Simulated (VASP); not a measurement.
Wanted: the native input for a VASP 6.6.1 run.

| Quantity | Value |
| --- | --- |
| Task | relaxation of cell and atoms |
| Functional | PBE |
| Potentials or basis | VASP PAW PBE potentials, release 64 (Mg, Se) |
| Cutoff | 600 eV |
| k mesh | 3 × 3 × 4 |
| Occupations | gaussian, width 0.1 eV |
| Spin | no spin polarisation |
| Dipole correction | no |
| Further INCAR settings | ALGO = Normal; EDIFF = 1e-07; IBRION = 2; EDIFFG = -0.04; NSW = 90; ISIF = 3 |

The structure of MgSe5 lies in POSCAR:

```
MgSe5
1.0
    6.1193189000      0.0000000000      0.0000000000
   -3.0596594500      5.2994856200      0.0000000000
    0.0000000000      0.0000000000      5.0986431600
Mg Se
1 5
Direct
    0.0000000000      0.0000000000      0.0000000000
    0.5000000000      0.0000000000      0.5000000000
    0.5000000000      0.5000000000      0.5000000000
    0.0000000000      0.5000000000      0.5000000000
    0.3333333300      0.6666666700      0.0000000000
    0.6666666700      0.3333333300      0.0000000000
```

The cell was built from a structure type or drawn by symmetry, and may not be a known phase.

These files were run (other wordings do the same):

INCAR

```
SYSTEM = MgSe5
  PREC = Accurate
  ENCUT = 600
  EDIFF = 1E-7
  ISMEAR = 0
  SIGMA = 0.1
  LREAL = .FALSE.
  LASPH = .TRUE.
  NELM = 80
  ALGO = Normal
  ISIF = 3
  LWAVE = .FALSE.
  LCHARG = .FALSE.
  GGA = PE
  IBRION = 2
  NSW = 90
  EDIFFG = -0.04
```

KPOINTS

```
regular mesh
0
G
  3 3 4
  0 0 0
```

Potentials or basis: VASP PAW PBE potentials, release 64 (Mg, Se).

Command:

```sh
$ cat potpaw_PBE.64/Mg/POTCAR potpaw_PBE.64/Se/POTCAR > POTCAR
$ mpirun -np 1 vasp_std > vasp.out
```

It gave:

| Item | Value |
| --- | --- |
| Relaxed volume | 23.81 Å³/atom |
| Relaxed cell | a = 6.054 Å, b = 6.054 Å, c = 4.501 Å, α = 90.00°, β = 90.00°, γ = 120.00° |
| Space group after relaxing (to 0.1 Å) | P6/mmm (No. 191) |
| Energy gained by relaxing | 121.1 meV/atom |
| Ionic steps | 7 |
| Pressure after relaxing | 0.0 GPa |
| Band gap on the k mesh | zero (bands 16 and 17 overlap by 1.48 eV) |

Caveat: the k points lie up to 0.40 Å⁻¹ apart in the final cell, too coarse for converged energies and pressures of a metal.

It took 2.9 min on 1 thread of Intel(R) Xeon(R) 6975P-C (Granite Rapids), with other jobs on the host, peak memory 0.34 GiB.
